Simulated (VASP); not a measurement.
# Si (Fm-3m) in VASP: further runs, part 2 of 2

VASP 6.6.1. Earlier steps stand in the parts before.

### Step 4. Single point, RPBE (volume scaled by 0.92)

File INCAR:

```
PREC = Accurate
ENCUT = 520
EDIFF = 1E-6
ISMEAR = -1
SIGMA = 0.1
LREAL = F
LASPH = T
NELM = 100
ALGO = Normal
ISIF = 2
LWAVE = F
LCHARG = F
GGA = RP
NBANDS = 8
```

File KPOINTS:

```
Automatic mesh
0
Gamma
  16 16 16
```

File POSCAR:

```
Si
1.0
    0.0000000000      1.8875831128      1.8875831128
    1.8875831128      0.0000000000      1.8875831128
    1.8875831128      1.8875831128      0.0000000000
Si
1
Direct
    0.0000000000      0.0000000000      0.0000000000
```

Potentials or basis: VASP PAW PBE potentials, release 64 (Si).

Command:

```sh
cat potpaw_PBE.64/Si/POTCAR > POTCAR
mpirun -np 1 vasp_std > vasp.out
```

OUTCAR:

```text
PREC = Accurate
   ENCUT = 520
   EDIFF = 1E-6
   ISMEAR = -1
   LREAL = F
   LASPH = T
   NELM = 100
   ISIF = 2
   GGA = RP

 ion  position               nearest neighbor table
   1  0.000  0.000  0.000-

  LATTYP: Found a face centered cubic cell.
 ALAT       =     3.7751662256

  Lattice vectors:

 A1 = (   0.0000000000,   1.8875831128,   1.8875831128)
 A2 = (   1.8875831128,   0.0000000000,   1.8875831128)
 A3 = (   1.8875831128,   1.8875831128,   0.0000000000)

Analysis of symmetry for initial positions (statically):
=====================================================================
 Subroutine PRICEL returns:
 Original cell was already a primitive cell.

 Routine SETGRP: Setting up the symmetry group for a
 face centered cubic supercell.

 Subroutine GETGRP returns: Found 48 space group operations
 (whereof 48 operations were pure point group operations)
 out of a pool of 48 trial point group operations.

The static configuration has the point symmetry O_h .

Analysis of symmetry for dynamics (positions and initial velocities):
=====================================================================
 Subroutine PRICEL returns:
 Original cell was already a primitive cell.

 Routine SETGRP: Setting up the symmetry group for a
 face centered cubic supercell.

 Subroutine GETGRP returns: Found 48 space group operations
 (whereof 48 operations were pure point group operations)
 out of a pool of 48 trial point group operations.

The dynamic configuration has the point symmetry O_h .

 Subroutine INISYM returns: Found 48 space group operations
 (whereof 48 operations are pure point group operations),
 and found     1 'primitive' translations

----------------------------------------------------------------------------------------

                                     Primitive cell

  volume of cell :      13.4508

  direct lattice vectors                    reciprocal lattice vectors
     0.000000000  1.887583113  1.887583113    -0.264888998  0.264888998  0.264888998
     1.887583113  0.000000000  1.887583113     0.264888998 -0.264888998  0.264888998
     1.887583113  1.887583113  0.000000000     0.264888998  0.264888998 -0.264888998

  length of vectors
     2.669445638  2.669445638  2.669445638     0.458801203  0.458801203  0.458801203

  position of ions in fractional coordinates (direct lattice)
     0.000000000  0.000000000  0.000000000

  ion indices of the primitive-cell ions
   primitive index   ion index
                 1           1

----------------------------------------------------------------------------------------

 KPOINTS: Automatic mesh

Automatic generation of k-mesh.
 Grid dimensions read from file:
 generate k-points for:   16   16   16

 Generating k-lattice:

  Cartesian coordinates                     Fractional coordinates (reciprocal lattice)
    -0.016555562  0.016555562  0.016555562     0.062500000  0.000000000  0.000000000
     0.016555562 -0.016555562  0.016555562     0.000000000  0.062500000  0.000000000
     0.016555562  0.016555562 -0.016555562     0.000000000  0.000000000  0.062500000

  Length of vectors
     0.028675075  0.028675075  0.028675075

  Shift w.r.t. Gamma in fractional coordinates (k-lattice)
     0.000000000  0.000000000  0.000000000

 Subroutine IBZKPT returns following result:
 ===========================================

 Found    145 irreducible k-points:

 Following reciprocal coordinates:
            Coordinates               Weight
  0.000000  0.000000  0.000000      1.000000
  0.062500  0.000000  0.000000      8.000000
  0.125000  0.000000  0.000000      8.000000
  0.187500  0.000000  0.000000      8.000000
  0.250000  0.000000  0.000000      8.000000
  0.312500  0.000000  0.000000      8.000000
[... 16 lines left out ...]
 -0.125000  0.062500  0.000000     24.000000
 -0.062500  0.062500  0.000000     12.000000
 [... further k-points ...]
   k-points           NKPTS =    145   k-points in BZ     NKDIM =    145   number of bands    NBANDS=      8
   number of dos      NEDOS =    301   number of ions     NIONS =      1
   total plane-waves  NPLWV =   8000
   dimension x,y,z NGX =    20 NGY =   20 NGZ =   20
   dimension x,y,z NGXF=    40 NGYF=   40 NGZF=   40
   ions per type =               1
   NGX,Y,Z   is equivalent  to a cutoff of  12.46, 12.46, 12.46 a.u.
   NGXF,Y,Z  is equivalent  to a cutoff of  24.91, 24.91, 24.91 a.u.
 SYSTEM =  unknown system
   PREC   = accura    normal or accurate (medium, high low for compatibility)
   ISTART =      0    job   : 0-new  1-cont  2-samecut
   ICHARG =      2    charge: 1-file 2-atom 10-const
   ISPIN  =      1    spin polarized calculation?
   LNONCOLLINEAR =      F non collinear calculations
   LSORBIT =      F    spin-orbit coupling
   LASPH  =      T    aspherical Exc in radial PAW
   ENCUT  =  520.0 eV  38.22 Ry    6.18 a.u.   4.96  4.96  4.96*2*pi/ulx,y,z
   NELM   =    100;   NELMIN=  2; NELMDL= -5     # of ELM steps
   EDIFF  = 0.1E-05   stopping-criterion for ELM
   LREAL  =      F    real-space projection
   EDIFFG = 0.1E-04   stopping-criterion for IOM
   NSW    =      0    number of steps for IOM
   IBRION =     -1    ionic relax: 0-MD 1-quasi-New 2-CG
   NFREE  =      0    steps in history (QN), initial steepest desc. (CG)
   ISIF   =      2    stress and relaxation
   ISYM   =      2    0-nonsym 1-usesym 2-fastsym
   POTIM  = 0.5000    time-step for ionic-motion
   TEBEG  =    0.0;   TEEND  =   0.0 temperature during run
   PSTRESS=    0.0 pullay stress
   NELECT =       4.0000    total number of electrons
   NUPDOWN=      -1.0000    fix difference up-down
   EMIN   =  10.00;   EMAX   =-10.00  energy-range for DOS
   EFERMI =   0.00;   METHOD = LEGACY
   ISMEAR =    -1;   SIGMA  =   0.10  broadening in eV -4-tet -1-fermi 0-gaus
   EFERMI_NEDOS =   21; number of points for ismear=-14 and -15
   IALGO  =     38    algorithm
   IMIX   =      4    mixing-type and parameters
     AMIX     =   0.40;   BMIX     =  1.00
     AMIX_MAG =   1.60;   BMIX_MAG =  1.00
  volume/ion in A,a.u.               =      13.45        90.77
  Fermi-wavevector in a.u.,A,eV,Ry     =   1.092728  2.064957 16.246098  1.194055
  Thomas-Fermi vector in A             =   2.228999
   LORBIT       =      0    0 simple, 1 ext, 2 COOP (PROOUT), +10 PAW based schemes
   GGA     = RP    functional components
   LHFCALC =     F    Hartree Fock is set to
   AEXX    =    0.0000 exact exchange contribution
   IVDW    =     0    specifies the selected vdW correction
   LEPSILON=     F    determine dielectric tensor
   LRPA    =     F    only Hartree local field effects (RPA)
 non-spin polarized calculation
  energy-cutoff  :      520.00
  volume of cell :       13.45
 maximum number of plane-waves:       380
   NGX =  9   NGY =  9   NGZ =  9

 number of electron       4.0000000 magnetization

 Free energy of the ion-electron system (eV)
  ---------------------------------------------------
  ext. energy  EPLUGINS =         0.00000000
  ---------------------------------------------------
  free energy    TOTEN  =        -4.57317256 eV

  energy without entropy =       -4.55841904  energy(sigma->0) =       -4.56579580

 E-fermi :  11.2851     XC(G=0): -11.4822

 val. band max:       11.2617980685   @ k =  -0.2500   0.1250   0.0000
 cond. band min:      11.3931882955   @ k =  -0.4375   0.3125   0.0625
 fundamental gap:      0.1313902270
 Fermi energy:        11.2851008119

 k-point     1 :       0.0000    0.0000    0.0000
  band No.  band energies     occupation
      1      -3.9092      2.00000
      2      23.3950      0.00000
      3      23.3950      0.00000
      4      23.3950      0.00000
      5      23.3972      0.00000
      6      23.3972      0.00000
      7      23.3972      0.00000
      8      28.8967      0.00000

 k-point     2 :       0.0625    0.0000    0.0000
  band No.  band energies     occupation
      1      -3.7895      2.00000
      2      20.9029      0.00000
      3      22.4274      0.00000
      4      22.4274      0.00000
      5      24.5200      0.00000
      6      24.5200      0.00000
      7      24.8457      0.00000
      8      29.8893      0.00000
[... 221 lines left out ...]
 k-point    23 :      -0.1250    0.0625    0.0000
  band No.  band energies     occupation
      1      -3.1525      2.00000
      2      17.2121      0.00000
      3      19.3935      0.00000
      4      22.8327      0.00000
      5      24.7364      0.00000
      6      25.6856      0.00000
      7      26.9077      0.00000
      8      27.5121      0.00000

 k-point    24 :      -0.0625    0.0625    0.0000
  band No.  band energies     occupation
      1      -3.5903      2.00000
      2      19.8317      0.00000
      3      20.2567      0.00000
      4      23.4994      0.00000
      5      23.7040      0.00000
      6      25.3206      0.00000
      7      26.0677      0.00000
      8      28.7112      0.00000

 [... further k-points ...]
[... 5 lines left out ...]
  --------------------------------------------------------------------------------------
  -------------------------------------------------------------------------------------
  Total        0.6723863      0.6723863      0.6723863      0.0000000     -0.0000000      0.0000000
  in kB       80.0905358     80.0905358     80.0905358      0.0000000     -0.0000000      0.0000000
  external PRESSURE =      80.0905358 kB  Pullay stress =       0.0000000 kB

 VOLUME and BASIS-vectors are now :
 -----------------------------------------------------------------------------
  energy-cutoff  :      520.00
  volume of cell :       13.45
      direct lattice vectors                 reciprocal lattice vectors
     0.000000000  1.887583113  1.887583113    -0.264888998  0.264888998  0.264888998
     1.887583113  0.000000000  1.887583113     0.264888998 -0.264888998  0.264888998
     1.887583113  1.887583113  0.000000000     0.264888998  0.264888998 -0.264888998

 POSITION                                       TOTAL-FORCE (eV/Angst)
 -----------------------------------------------------------------------------------
      0.00000      0.00000      0.00000         0.000000     -0.000000      0.000000
 -----------------------------------------------------------------------------------
    total drift:                                0.000000      0.000000     -0.000000

  FREE ENERGIE OF THE ION-ELECTRON SYSTEM (eV)
  ---------------------------------------------------
  free  energy   TOTEN  =        -4.5731725552 eV

  energy  without entropy=       -4.5584190415  energy(sigma->0) =       -4.56579580
```

Run time: 12 s. Hardware: 1 thread of Intel Xeon Platinum 8259CL at 2.50GHz (Skylake/Cascade Lake), shared host; peak memory 0.12 GiB.

Results:

```
Free energy            : -4.5732 eV
Pressure               : 8.0 GPa
Band gap on the k mesh : zero (band 2 reaches 23.39 eV, above the bottom of band 3 at 7.99 eV)
```

Caveat: the PAW data sets were made with another functional, which shifts forces and pressure a little.

### Step 5. Summary

```tsv
cell	k mesh	gap on the mesh (eV)	pressure (GPa)
a = 2.745 Å, angles 60.0°, 1 atom	14 × 14 × 14	none	-0.4
a = 2.630 Å, angles 60.0°, 1 atom	16 × 16 × 16	none	13.5
a = 2.669 Å, angles 60.0°, 1 atom	16 × 16 × 16	none	8.0
```

Alike in all rows: task single point; level RPBE; potentials or basis VASP PAW PBE potentials, release 64 (Si); no spin polarisation; cutoff (eV) 520; smearing fermi-dirac 0.1 eV.

Caveats: the PAW data sets were made with another functional, which shifts forces and pressure a little.

Total energies depend on the potentials used, so only differences within one code and one set of settings carry meaning.
